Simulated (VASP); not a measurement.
# WC (P-6m2) in VASP: a series of runs, part 2 of 2

VASP 6.6.1. Earlier steps stand in the parts before.

### Step 3. Single point, r2SCAN

This run uses another cell than the first one, of 10.42 Å³/atom.

File POSCAR:

```
WC
1.0
    2.9118677777      0.0000000000      0.0000000000
   -1.4559338889      2.5217514680      0.0000000000
    0.0000000000      0.0000000000      2.8369414953
W C
1 1
Direct
    0.0000000000      0.0000000000      0.0000000000
    0.6666666667      0.3333333333      0.5000000000
```

File INCAR.step1:

```
PREC = Accurate
ENCUT = 1430
ISMEAR = 0
SIGMA = 0.05
LREAL = False
LASPH = True
NELM = 120
NBANDS = 16
GGA = PE
ALGO = Normal
EDIFF = 1E-5
LWAVE = True
LCHARG = False
GGA_COMPAT = False
```

File INCAR.step2:

```
PREC = Accurate
ENCUT = 1430
EDIFF = 1E-6
ISMEAR = 0
SIGMA = 0.05
LREAL = False
LASPH = True
NELM = 120
ALGO = Normal
ISIF = 2
LWAVE = False
LCHARG = True
METAGGA = R2SCAN
LMIXTAU = True
LELF = True
LVHAR = True
NBANDS = 16
ISTART = 1
GGA_COMPAT = False
```

File KPOINTS:

```
regular mesh
0
Gamma
  14 14 12
```

Potentials or basis: VASP PAW PBE potentials, release 64 (W_sv, C_h).

Command:

```bash
> cat potpaw_PBE.64/W_sv/POTCAR potpaw_PBE.64/C_h/POTCAR > POTCAR
> cp INCAR.step1 INCAR
> mpirun -np 1 vasp_std > vasp.out
> cp INCAR.step2 INCAR
> mpirun -np 1 vasp_std > vasp.out
```

OUTCAR:

```text
PREC = Accurate
   ENCUT = 1430
   EDIFF = 1E-6
   ISMEAR = 0
   LREAL = False
   LASPH = True
   NELM = 120
   ISIF = 2
   METAGGA = R2SCAN
   ISTART = 1

 ion  position               nearest neighbor table
   1  0.000  0.000  0.000-   2 2.20   2 2.20   2 2.20   2 2.20   2 2.20   2 2.20
   2  0.667  0.333  0.500-   1 2.20   1 2.20   1 2.20   1 2.20   1 2.20   1 2.20

  LATTYP: Found a hexagonal cell.
 ALAT       =     2.9118677777
 C/A-ratio  =     0.9742686522

  Lattice vectors:

 A1 = (   2.9118677777,   0.0000000000,   0.0000000000)
 A2 = (  -1.4559338889,   2.5217514680,   0.0000000000)
 A3 = (   0.0000000000,   0.0000000000,   2.8369414953)

Analysis of symmetry for initial positions (statically):
=====================================================================
 Subroutine PRICEL returns:
 Original cell was already a primitive cell.

 Routine SETGRP: Setting up the symmetry group for a
 hexagonal supercell.

 Subroutine GETGRP returns: Found 12 space group operations
 (whereof 12 operations were pure point group operations)
 out of a pool of 24 trial point group operations.

The static configuration has the point symmetry D_3h.

Analysis of symmetry for dynamics (positions and initial velocities):
=====================================================================
 Subroutine PRICEL returns:
 Original cell was already a primitive cell.

 Routine SETGRP: Setting up the symmetry group for a
 hexagonal supercell.

 Subroutine GETGRP returns: Found 12 space group operations
 (whereof 12 operations were pure point group operations)
 out of a pool of 24 trial point group operations.

The dynamic configuration has the point symmetry D_3h.

 Subroutine INISYM returns: Found 12 space group operations
 (whereof 12 operations are pure point group operations),
 and found     1 'primitive' translations

----------------------------------------------------------------------------------------

                                     Primitive cell

  volume of cell :      20.8317
[... 110 lines left out ...]
  volume/ion in A,a.u.               =      10.42        70.29
  Fermi-wavevector in a.u.,A,eV,Ry     =   1.559280  2.946613 33.080599  2.431355
  Thomas-Fermi vector in A             =   2.662662
   LORBIT       =      0    0 simple, 1 ext, 2 COOP (PROOUT), +10 PAW based schemes
   METAGGA = R2SCAN    functional components
   LHFCALC =     F    Hartree Fock is set to
   AEXX    =    0.0000 exact exchange contribution
   IVDW    =     0    specifies the selected vdW correction
   LEPSILON=     F    determine dielectric tensor
   LRPA    =     F    only Hartree local field effects (RPA)
 non-spin polarized calculation
 Gauss-broadening in eV      SIGMA  =   0.05
  energy-cutoff  :     1430.00
  volume of cell :       20.83
 maximum number of plane-waves:      2587
 NGX is ok and might be reduce to    36
   NGX = 17   NGY = 17   NGZ = 17

 number of electron      18.0000000 magnetization

 Free energy of the ion-electron system (eV)
  ---------------------------------------------------
  ext. energy  EPLUGINS =         0.00000000
  ---------------------------------------------------
  free energy    TOTEN  =       -61.62503215 eV

  energy without entropy =      -61.62464652  energy(sigma->0) =      -61.62483933

 E-fermi :  11.2308     XC(G=0): -14.9495

 val. band max:       11.2164848143   @ k =   0.0714   0.0714   0.4167
 cond. band min:      11.2397031957   @ k =   0.0714   0.0000   0.3333
 fundamental gap:      0.0232183814
 Fermi energy:        11.2307791877

 k-point     1 :       0.0000    0.0000    0.0000
  band No.  band energies     occupation
      1     -64.7159      2.00000
      2     -28.0190      2.00000
      3     -27.9192      2.00000
      4     -27.9192      2.00000
      5      -3.9731      2.00000
      6       6.7727      2.00000
[... 433 lines left out ...]
      3     -28.4397      2.00000
      4     -27.8892      2.00000
      5       0.1094      2.00000
      6       4.3779      2.00000
[... 8 lines left out ...]
     15      27.3972      0.00000
     16      28.1861      0.00000

 [... further k-points ...]

------------------------ aborting loop because EDIFF is reached ----------------------------------------

  FORCE on cell =-STRESS in cart. coord.  units (eV):
  Direction    XX          YY          ZZ          XY          YZ          ZX
  --------------------------------------------------------------------------------------
  -------------------------------------------------------------------------------------
  Total        0.2323714      0.2323714      0.2570388     -0.0000000      0.0000000      0.0000000
  in kB       17.8718292     17.8718292     19.7690141     -0.0000000      0.0000000      0.0000000
  external PRESSURE =      18.5042242 kB  Pullay stress =       0.0000000 kB

 VOLUME and BASIS-vectors are now :
 -----------------------------------------------------------------------------
  energy-cutoff  :     1430.00
  volume of cell :       20.83
      direct lattice vectors                 reciprocal lattice vectors
     2.911867778  0.000000000  0.000000000     0.343422187  0.198274892  0.000000000
    -1.455933889  2.521751468  0.000000000     0.000000000  0.396549784  0.000000000
     0.000000000  0.000000000  2.836941495     0.000000000  0.000000000  0.352492288

 POSITION                                       TOTAL-FORCE (eV/Angst)
 -----------------------------------------------------------------------------------
      0.00000      0.00000      0.00000         0.000000      0.000000      0.000000
      1.45593      0.84058      1.41847        -0.000000      0.000000      0.000000
 -----------------------------------------------------------------------------------
    total drift:                               -0.000000      0.000000      0.000000

  FREE ENERGIE OF THE ION-ELECTRON SYSTEM (eV)
  ---------------------------------------------------
  free  energy   TOTEN  =       -61.6250321479 eV

  energy  without entropy=      -61.6246465152  energy(sigma->0) =      -61.62483933
```

Wall time 8.4 min (1 thread of Intel Xeon Platinum 8259CL at 2.50GHz (Skylake/Cascade Lake), shared host); peak memory 0.42 GiB.

What came out:

```
Free energy            : -61.6250 eV
Pressure               : 1.9 GPa
Band gap on the k mesh : zero (bands 9 and 10 overlap by 1.34 eV)
```

Levels at points of the mesh, in eV from the Fermi level:
| k point | band 6 | band 7 | band 8 | band 9 | band 10 | band 11 | band 12 | band 13 |
| --- | --- | --- | --- | --- | --- | --- | --- | --- |
| (0.00, 0.00, 0.00) | -4.46 | -3.47 | -3.47 | 0.12 | 3.41 | 3.41 | 5.95 | 5.95 |
| (0.50, 0.00, 0.00) | -7.31 | -3.72 | -3.67 | -0.51 | 2.50 | 4.72 | 5.08 | 7.28 |
| (0.00, 0.00, 0.50) | -8.98 | -2.09 | -2.09 | -0.56 | -0.56 | 3.84 | 4.83 | 4.83 |
| (0.50, 0.00, 0.50) | -6.69 | -4.47 | -4.35 | 0.22 | 4.59 | 5.48 | 6.95 | 9.64 |

Caveat: the PAW data sets were made with another functional, which shifts forces and pressure a little; spin-orbit coupling is left out, which moves the levels of the heavy elements.

The gap in the log of VASP goes by the Fermi energy; the results here count the filled bands.